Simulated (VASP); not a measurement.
# Te2Mo (P2_1/m) in VASP: notebook

The runs below take Te2Mo through single point, with RPBE, PBE.

Everything below comes from runs of VASP 6.6.1. Logs are shortened: lines on timing, memory, paths and dates and some standing lists are left out, and cuts for length are marked.

### Step 1. The cell of the first run

Symmetry: P2_1/m, No. 11, monoclinic system. Conventional cell: a = 6.330 Å, b = 3.469 Å, c = 13.860 Å, α = 90.00°, β = 93.92°, γ = 90.00°. Within 3.7 Å of Te (site symmetry m) lie 3 Mo at 2.79 to 2.81 Å and 8 Te at 3.47 to 3.70 Å. Within 3.7 Å of Te (site symmetry m) lie 3 Mo at 2.70 Å and 6 Te at 3.47 to 3.67 Å. Within 3.7 Å of Te (site symmetry m) lie 3 Mo at 2.79 to 2.82 Å and 8 Te at 3.47 to 3.67 Å. Within 3.7 Å of Te (site symmetry m) lie 3 Mo at 2.70 to 2.71 Å and 6 Te at 3.47 to 3.70 Å. Mo (site symmetry m) has 6 Te at 2.70 to 2.82 Å and 4 Mo at 2.89 to 3.47 Å within 3.6 Å. Mo (site symmetry m) has 6 Te at 2.70 to 2.81 Å and 4 Mo at 2.90 to 3.47 Å within 3.6 Å.

### Step 2. Single point, RPBE

The input, INCAR:

```
PREC = Accurate
ENCUT = 520
EDIFF = 1E-6
ISMEAR = -1
SIGMA = 0.05
LREAL = False
LASPH = True
NELM = 60
ALGO = Normal
ISIF = 2
LWAVE = False
LCHARG = True
GGA = RP
LELF = True
LVHAR = True
NBANDS = 64
```

The input, KPOINTS:

```
regular mesh
0
Gamma
  4 8 2
```

The input, POSCAR:

```
Te2Mo
1.0
    6.3300000000      0.0000000000      0.0000000000
    0.0000000000      3.4690000000      0.0000000000
   -0.9467947088      0.0000000000     13.8276237937
Te Mo
8 4
Direct
    0.9437000000      0.7500000000      0.6045000000
    0.0563000000      0.2500000000      0.3955000000
    0.9030000000      0.2500000000      0.8514000000
    0.0970000000      0.7500000000      0.1486000000
    0.4112000000      0.7500000000      0.8955000000
    0.5888000000      0.2500000000      0.1045000000
    0.4432000000      0.2500000000      0.6484000000
    0.5568000000      0.7500000000      0.3516000000
    0.8167000000      0.7500000000      0.9926000000
    0.1833000000      0.2500000000      0.0074000000
    0.6819000000      0.2500000000      0.4934000000
    0.3181000000      0.7500000000      0.5066000000
```

Potentials or basis: VASP PAW PBE potentials, release 64 (Te, Mo_sv).

Run with:

```sh
$ cat potpaw_PBE.64/Te/POTCAR potpaw_PBE.64/Mo_sv/POTCAR > POTCAR
$ mpirun -np 1 vasp_std > vasp.out
```

OUTCAR:

```text
PREC = Accurate
   ENCUT = 520
   EDIFF = 1E-6
   ISMEAR = -1
   LREAL = False
   LASPH = True
   NELM = 60
   ISIF = 2
   GGA = RP

 ion  position               nearest neighbor table
   1  0.944  0.750  0.605-  11 2.79  11 2.79  12 2.81   2 3.49   2 3.49   7 3.62   7 3.62
   2  0.056  0.250  0.395-  12 2.79  12 2.79  11 2.81   1 3.49   1 3.49   8 3.62   8 3.62
   3  0.903  0.250  0.851-   9 2.70   9 2.70  10 2.70   5 3.65   5 3.65   5 3.67   5 3.67
   4  0.097  0.750  0.149-  10 2.70  10 2.70   9 2.70   6 3.65   6 3.65   6 3.67   6 3.67
   5  0.411  0.750  0.895-  10 2.79  10 2.79   9 2.82   6 3.50   6 3.50   3 3.65   3 3.65   3 3.67
                             3 3.67
   6  0.589  0.250  0.105-   9 2.79   9 2.79  10 2.82   5 3.50   5 3.50   4 3.65   4 3.65   4 3.67
                             4 3.67
   7  0.443  0.250  0.648-  12 2.70  12 2.70  11 2.71   1 3.62   1 3.62
   8  0.557  0.750  0.352-  11 2.70  11 2.70  12 2.71   2 3.62   2 3.62
   9  0.817  0.750  0.993-   3 2.70   3 2.70   4 2.70   6 2.79   6 2.79   5 2.82  10 2.89  10 2.89

  10  0.183  0.250  0.007-   4 2.70   4 2.70   3 2.70   5 2.79   5 2.79   6 2.82   9 2.89   9 2.89

  11  0.682  0.250  0.493-   8 2.70   8 2.70   7 2.71   1 2.79   1 2.79   2 2.81  12 2.90  12 2.90

  12  0.318  0.750  0.507-   7 2.70   7 2.70   8 2.71   2 2.79   2 2.79   1 2.81  11 2.90  11 2.90

  LATTYP: Found a simple monoclinic cell.
 ALAT       =     6.3300000000
 B/A-ratio  =     0.5480252765
 C/A-ratio  =     2.1895734597
 COS(beta)  =    -0.0683113066

  Lattice vectors:

 A1 = (   6.3300000000,   0.0000000000,   0.0000000000)
 A2 = (   0.0000000000,   3.4690000000,   0.0000000000)
 A3 = (  -0.9467947088,   0.0000000000,  13.8276237937)

Analysis of symmetry for initial positions (statically):
=====================================================================
 Subroutine PRICEL returns:
 Original cell was already a primitive cell.

 Routine SETGRP: Setting up the symmetry group for a
 simple monoclinic supercell.

 Subroutine GETGRP returns: Found  4 space group operations
 (whereof  2 operations were pure point group operations)
 out of a pool of  4 trial point group operations.

The static configuration has the point symmetry S_2 .
 The point group associated with its full space group is C_2h.

Analysis of symmetry for dynamics (positions and initial velocities):
=====================================================================
 Subroutine PRICEL returns:
 Original cell was already a primitive cell.

 Routine SETGRP: Setting up the symmetry group for a
 simple monoclinic supercell.

 Subroutine GETGRP returns: Found  4 space group operations
 (whereof  2 operations were pure point group operations)
 out of a pool of  4 trial point group operations.

The dynamic configuration has the point symmetry S_2 .
 The point group associated with its full space group is C_2h.

 Subroutine INISYM returns: Found  4 space group operations
 (whereof  2 operations are pure point group operations),
 and found     1 'primitive' translations

----------------------------------------------------------------------------------------

                                     Primitive cell

  volume of cell :     303.6376

  direct lattice vectors                    reciprocal lattice vectors
     6.330000000  0.000000000  0.000000000     0.157977883  0.000000000  0.010816943
     0.000000000  3.469000000  0.000000000     0.000000000  0.288267512  0.000000000
    -0.946794709  0.000000000 13.827623794     0.000000000  0.000000000  0.072319005

  length of vectors
     6.330000000  3.469000000 13.860000000     0.158347775  0.288267512  0.072319005

  position of ions in fractional coordinates (direct lattice)
     0.943700000  0.750000000  0.604500000
     0.056300000  0.250000000  0.395500000
     0.903000000  0.250000000  0.851400000
     0.097000000  0.750000000  0.148600000
     0.411200000  0.750000000  0.895500000
     0.588800000  0.250000000  0.104500000
     0.443200000  0.250000000  0.648400000
     0.556800000  0.750000000  0.351600000
     0.816700000  0.750000000  0.992600000
     0.183300000  0.250000000  0.007400000
     0.681900000  0.250000000  0.493400000
     0.318100000  0.750000000  0.506600000

  ion indices of the primitive-cell ions
   primitive index   ion index
                 1           1
                 2           2
                 3           3
                 4           4
                 5           5
                 6           6
                 7           7
                 8           8
                 9           9
                10          10
                11          11
                12          12

----------------------------------------------------------------------------------------

 KPOINTS: regular mesh

Automatic generation of k-mesh.
 Grid dimensions read from file:
 generate k-points for:    4    8    2

 Generating k-lattice:

[... 44 lines left out ...]
   ENCUT  =  520.0 eV  38.22 Ry    6.18 a.u.  11.77  6.45 25.77*2*pi/ulx,y,z
   NELM   =     60;   NELMIN=  2; NELMDL= -5     # of ELM steps
   EDIFF  = 0.1E-05   stopping-criterion for ELM
   LREAL  =      F    real-space projection
   EDIFFG = 0.1E-04   stopping-criterion for IOM
   NSW    =      0    number of steps for IOM
   IBRION =     -1    ionic relax: 0-MD 1-quasi-New 2-CG
   NFREE  =      0    steps in history (QN), initial steepest desc. (CG)
   ISIF   =      2    stress and relaxation
   ISYM   =      2    0-nonsym 1-usesym 2-fastsym
   POTIM  = 0.5000    time-step for ionic-motion
   TEBEG  =    0.0;   TEEND  =   0.0 temperature during run
   PSTRESS=    0.0 pullay stress
   NELECT =     104.0000    total number of electrons
   NUPDOWN=      -1.0000    fix difference up-down
   EMIN   =  10.00;   EMAX   =-10.00  energy-range for DOS
   EFERMI =   0.00;   METHOD = LEGACY
   ISMEAR =    -1;   SIGMA  =   0.05  broadening in eV -4-tet -1-fermi 0-gaus
   EFERMI_NEDOS =   21; number of points for ismear=-14 and -15
   IALGO  =     38    algorithm
   IMIX   =      4    mixing-type and parameters
     AMIX     =   0.40;   BMIX     =  1.00
     AMIX_MAG =   1.60;   BMIX_MAG =  1.00
  volume/ion in A,a.u.               =      25.30       170.75
  Fermi-wavevector in a.u.,A,eV,Ry     =   1.145427  2.164543 17.850885  1.312003
  Thomas-Fermi vector in A             =   2.282115
   LORBIT       =      0    0 simple, 1 ext, 2 COOP (PROOUT), +10 PAW based schemes
   GGA     = RP    functional components
   LHFCALC =     F    Hartree Fock is set to
   AEXX    =    0.0000 exact exchange contribution
   IVDW    =     0    specifies the selected vdW correction
   LEPSILON=     F    determine dielectric tensor
   LRPA    =     F    only Hartree local field effects (RPA)
 non-spin polarized calculation
  energy-cutoff  :      520.00
  volume of cell :      303.64
 maximum number of plane-waves:      8239
 NGX is ok and might be reduce to    48
   NGX = 23   NGY = 13   NGZ = 51

 number of electron     103.9999999 magnetization

 Free energy of the ion-electron system (eV)
  ---------------------------------------------------
  ext. energy  EPLUGINS =         0.00000000
  ---------------------------------------------------
  free energy    TOTEN  =       -66.44148944 eV

  energy without entropy =      -66.40678929  energy(sigma->0) =      -66.42413936

 E-fermi :   8.3348     XC(G=0): -10.2699

 val. band max:        8.3340919430   @ k =   0.0000   0.1250   0.0000
 cond. band min:       8.3599100285   @ k =   0.5000   0.0000   0.5000
 fundamental gap:      0.0258180855
 Fermi energy:         8.3348479924

 k-point     1 :       0.0000    0.0000    0.0000
  band No.  band energies     occupation
      1     -52.7643      2.00000
      2     -52.7395      2.00000
      3     -52.7074      2.00000
      4     -52.6812      2.00000
      5     -27.0189      2.00000
      6     -26.9971      2.00000
[... 56 lines left out ...]
     63      11.3156      0.00000
     64      11.3269      0.00000

 k-point     2 :       0.2500    0.0000    0.0000
  band No.  band energies     occupation
      1     -52.7642      2.00000
      2     -52.7394      2.00000
      3     -52.7076      2.00000
      4     -52.6814      2.00000
      5     -27.0146      2.00000
      6     -26.9930      2.00000
[... 1530 lines left out ...]
     63      10.6373      0.00000
     64      10.7709      0.00000

 [... further k-points ...]
[... 5 lines left out ...]
  --------------------------------------------------------------------------------------
  -------------------------------------------------------------------------------------
  Total        8.9115845      7.9779867      8.2139640      0.0000000      0.0000000      0.1709548
  in kB       47.0229582     42.0967267     43.3418865      0.0000000      0.0000000      0.9020618
  external PRESSURE =      44.1538571 kB  Pullay stress =       0.0000000 kB

 VOLUME and BASIS-vectors are now :
 -----------------------------------------------------------------------------
  energy-cutoff  :      520.00
  volume of cell :      303.64
      direct lattice vectors                 reciprocal lattice vectors
     6.330000000  0.000000000  0.000000000     0.157977883  0.000000000  0.010816943
     0.000000000  3.469000000  0.000000000     0.000000000  0.288267512  0.000000000
    -0.946794709  0.000000000 13.827623794     0.000000000  0.000000000  0.072319005

 POSITION                                       TOTAL-FORCE (eV/Angst)
 -----------------------------------------------------------------------------------
      5.40128      2.60175      8.35880         0.086694     -0.000000      0.133000
     -0.01808      0.86725      5.46883        -0.086694     -0.000000     -0.133000
      4.90989      0.86725     11.77284        -0.009146     -0.000000     -0.244723
      0.47332      2.60175      2.05478         0.009146      0.000000      0.244723
      1.75504      2.60175     12.38264         0.067883      0.000000     -0.093400
      3.62816      0.86725      1.44499        -0.067883     -0.000000      0.093400
      2.19155      0.86725      8.96583        -0.023192      0.000000      0.201619
      3.19165      2.60175      4.86179         0.023192     -0.000000     -0.201619
      4.22992      2.60175     13.72530         0.048591     -0.000000      0.022209
      1.15328      0.86725      0.10232        -0.048591     -0.000000     -0.022209
      3.84928      0.86725      6.82255        -0.140491     -0.000000      0.031418
      1.53393      2.60175      7.00507         0.140491     -0.000000     -0.031418
 -----------------------------------------------------------------------------------
    total drift:                               -0.000000      0.000000     -0.000000

  FREE ENERGIE OF THE ION-ELECTRON SYSTEM (eV)
  ---------------------------------------------------
  free  energy   TOTEN  =       -66.4414894366 eV

  energy  without entropy=      -66.4067892887  energy(sigma->0) =      -66.42413936
```

Wall time 6.3 min (1 thread of Intel Xeon 6975P-C (Granite Rapids), shared host); peak memory 0.65 GiB.

Results:

```yaml
Free_energy: -66.4415 eV
Pressure: 4.4 GPa
Largest_force: 0.245 eV/Å
Band_gap_on_the_k_mesh: zero (bands 52 and 53 overlap by 0.19 eV)
```

Forces in eV/Å, atoms in the order of the input:
```
Te   0.087  0.000  0.133
Te  -0.087  0.000 -0.133
Te  -0.009  0.000 -0.245
Te   0.009  0.000  0.245
Te   0.068  0.000 -0.093
Te  -0.068  0.000  0.093
Te  -0.023  0.000  0.202
Te   0.023  0.000 -0.202
Mo   0.049  0.000  0.022
Mo  -0.049  0.000 -0.022
Mo  -0.140  0.000  0.031
Mo   0.140  0.000 -0.031
```

Stress tensor (GPa, compression positive):
```
4.70 0.00 0.09
0.00 4.21 0.00
0.09 0.00 4.33
```

Caveat: the cell stands under pressure; the PAW data sets were made with another functional, which shifts forces and pressure a little; spin-orbit coupling is left out, which moves the levels of the heavy elements.

### Step 3. Single point, PBE

This run uses another cell than the first one, of 24.80 Å³/atom.

The input, INCAR:

```
SYSTEM = Te2Mo
PREC     = Accurate       ! precision mode
ENCUT    = 520            ! plane-wave cutoff, eV
EDIFF    = 1E-6           ! SCF threshold, eV
ISMEAR   = -1             ! smearing method
SIGMA    = 0.05           ! smearing width, eV
LREAL    = .FALSE.        ! projectors in reciprocal space
LASPH    = .TRUE.         ! aspherical terms in the spheres
NELM     = 80             ! most SCF steps
ALGO     = Normal         ! electronic algorithm
ISIF     = 2              ! what is computed and relaxed
LWAVE    = .FALSE.        ! write WAVECAR
LCHARG   = .FALSE.        ! write CHGCAR
GGA      = PE             ! functional
NBANDS   = 64             ! bands
```

The input, KPOINTS:

```
regular mesh
0
G
  4 8 2
  0 0 0
```

Changes to POSCAR since step 2:

```diff
@@ -2,5 +2,5 @@
 1.0
-    6.3300000000      0.0000000000      0.0000000000
-    0.0000000000      3.4690000000      0.0000000000
-   -0.9467947088      0.0000000000     13.8276237937
+    6.2875154984      0.0000000000      0.0000000000
+    0.0000000000      3.4457174193      0.0000000000
+   -0.9404401904      0.0000000000     13.7348181532
 Te Mo
```

Potentials or basis: VASP PAW PBE potentials, release 64 (Te, Mo_sv).

Run with:

```sh
$ cat potpaw_PBE.64/Te/POTCAR potpaw_PBE.64/Mo_sv/POTCAR > POTCAR
$ mpirun -np 1 vasp_std > vasp.out
```

Wall time 7.4 min (1 thread of Intel Xeon 6975P-C (Granite Rapids), shared host); peak memory 0.64 GiB.

It converged, with:

* Free energy: -71.6673 eV
* Pressure: 4.7 GPa
* Largest force: 0.476 eV/Å
* Band gap on the k mesh: zero (bands 52 and 53 overlap by 0.23 eV)

Forces in eV/Å, atoms in the order of the input:
```
Te   0.097  0.000  0.252
Te  -0.097  0.000 -0.252
Te  -0.006  0.000 -0.476
Te   0.006  0.000  0.476
Te   0.076  0.000 -0.209
Te  -0.076  0.000  0.209
Te  -0.023  0.000  0.434
Te   0.023  0.000 -0.434
Mo  -0.001  0.000  0.051
Mo   0.001  0.000 -0.051
Mo  -0.101  0.000  0.070
Mo   0.101  0.000 -0.070
```

Stress tensor (GPa, compression positive):
```
5.10 0.00 0.08
0.00 4.49 0.00
0.08 0.00 4.62
```

Levels at points of the mesh, in eV from the Fermi level:
| k point | band 50 | band 51 | band 52 | band 53 | band 54 | band 55 |
| --- | --- | --- | --- | --- | --- | --- |
| (0.00, 0.00, 0.00) | -0.12 | 0.10 | 0.13 | 0.43 | 0.69 | 0.93 |
| (0.50, 0.00, 0.00) | -0.85 | -0.65 | -0.56 | -0.10 | -0.03 | 0.93 |
| (0.00, 0.50, 0.00) | -1.55 | -1.49 | -1.49 | 1.03 | 1.03 | 1.19 |
| (0.50, 0.50, 0.00) | -1.09 | -1.00 | -1.00 | 1.03 | 1.03 | 1.10 |
| (0.00, 0.00, 0.50) | -0.01 | -0.01 | -0.01 | 0.45 | 0.57 | 0.95 |
| (0.50, 0.00, 0.50) | -0.84 | -0.66 | -0.41 | -0.05 | 0.01 | 0.89 |
| (0.00, 0.50, 0.50) | -1.60 | -1.50 | -1.50 | 1.01 | 1.01 | 1.18 |
| (0.50, 0.50, 0.50) | -1.09 | -1.00 | -1.00 | 1.05 | 1.05 | 1.07 |

Caveat: the cell stands under pressure; spin-orbit coupling is left out, which moves the levels of the heavy elements.

### Step 4. Single point, PBE

This run uses another cell than the first one, of 25.81 Å³/atom.

The input, INCAR:

```
ALGO = Normal ; EDIFF = 1E-7
ENCUT = 520 ; GGA = PE
ISIF = 2 ; ISMEAR = -1
LASPH = T ; LCHARG = T
LELF = T ; LREAL = F
LVHAR = T ; LWAVE = F
NBANDS = 64 ; NELM = 60
PREC = Accurate ; SIGMA = 0.05
```

The input, KPOINTS:

```
k-points
0
Gamma
  4 8 2
```

Changes to POSCAR since step 3:

```diff
@@ -2,5 +2,5 @@
 1.0
-    6.2875154984      0.0000000000      0.0000000000
-    0.0000000000      3.4457174193      0.0000000000
-   -0.9404401904      0.0000000000     13.7348181532
+    6.3719217515      0.0000000000      0.0000000000
+    0.0000000000      3.4919741795      0.0000000000
+   -0.9530650552      0.0000000000     13.9192001300
 Te Mo
```

Run with:

```sh
$ cat potpaw_PBE.64/Te/POTCAR potpaw_PBE.64/Mo_sv/POTCAR > POTCAR
$ mpirun -np 1 vasp_std > vasp.out
```

Wall time 7.4 min (1 thread of Intel Xeon 6975P-C (Granite Rapids), shared host); peak memory 0.66 GiB.

Results (log left out):

* Free energy: -71.8643 eV
* Pressure: 0.6 GPa
* Largest force: 0.226 eV/Å
* Band gap on the k mesh: zero (bands 52 and 53 overlap by 0.16 eV)

Forces in eV/Å, atoms in the order of the input:
```
Te   0.048  0.000 -0.090
Te  -0.048  0.000  0.090
Te  -0.006  0.000  0.135
Te   0.006  0.000 -0.135
Te   0.036  0.000  0.126
Te  -0.036  0.000 -0.126
Te  -0.010  0.000 -0.173
Te   0.010  0.000  0.173
Mo   0.145  0.000  0.004
Mo  -0.145  0.000 -0.004
Mo  -0.226  0.000  0.005
Mo   0.226  0.000 -0.005
```

Stress tensor (GPa, compression positive):
```
0.79 0.00 0.09
0.00 0.53 0.00
0.09 0.00 0.40
```

Levels at points of the mesh, in eV from the Fermi level:
| k point | band 49 | band 50 | band 51 | band 52 | band 53 | band 54 | band 55 | band 56 |
| --- | --- | --- | --- | --- | --- | --- | --- | --- |
| (0.00, 0.00, 0.00) | -0.42 | -0.12 | 0.08 | 0.10 | 0.44 | 0.67 | 0.87 | 0.97 |
| (0.50, 0.00, 0.00) | -0.84 | -0.81 | -0.65 | -0.56 | -0.06 | 0.00 | 0.86 | 0.88 |
| (0.00, 0.50, 0.00) | -1.48 | -1.48 | -1.43 | -1.43 | 1.02 | 1.02 | 1.14 | 1.14 |
| (0.50, 0.50, 0.00) | -1.04 | -1.04 | -0.95 | -0.95 | 0.99 | 0.99 | 1.05 | 1.05 |
| (0.00, 0.00, 0.50) | -0.07 | -0.04 | -0.02 | -0.02 | 0.45 | 0.55 | 0.89 | 0.95 |
| (0.50, 0.00, 0.50) | -0.84 | -0.80 | -0.63 | -0.41 | -0.02 | 0.04 | 0.82 | 0.90 |
| (0.00, 0.50, 0.50) | -1.52 | -1.52 | -1.44 | -1.44 | 1.01 | 1.01 | 1.13 | 1.13 |
| (0.50, 0.50, 0.50) | -1.03 | -1.03 | -0.95 | -0.95 | 1.00 | 1.00 | 1.02 | 1.02 |

Caveat: spin-orbit coupling is left out, which moves the levels of the heavy elements.

### Step 5. Overview

```tsv
level	cell	gap on the mesh (eV)	pressure (GPa)	largest force (eV/Å)
RPBE	a = 6.330, b = 3.469, c = 13.860 Å, angles 90.0, 93.9, 90.0°, 12 atoms	none	4.4	0.24
PBE	a = 6.288, b = 3.446, c = 13.767 Å, angles 90.0, 93.9, 90.0°, 12 atoms	none	4.7	0.48
PBE	a = 6.372, b = 3.492, c = 13.952 Å, angles 90.0, 93.9, 90.0°, 12 atoms	none	0.6	0.23
```

Alike in all rows: task single point; potentials or basis VASP PAW PBE potentials, release 64 (Te, Mo_sv); no spin polarisation; k mesh 4 × 8 × 2; cutoff (eV) 520; smearing fermi-dirac 0.05 eV.

Caveats: spin-orbit coupling is left out, which moves the levels of the heavy elements; the cell stands under pressure (at least some runs); the PAW data sets were made with another functional, which shifts forces and pressure a little (at least some runs).

Total energies depend on the potentials used, so only differences within one code and one set of settings carry meaning.
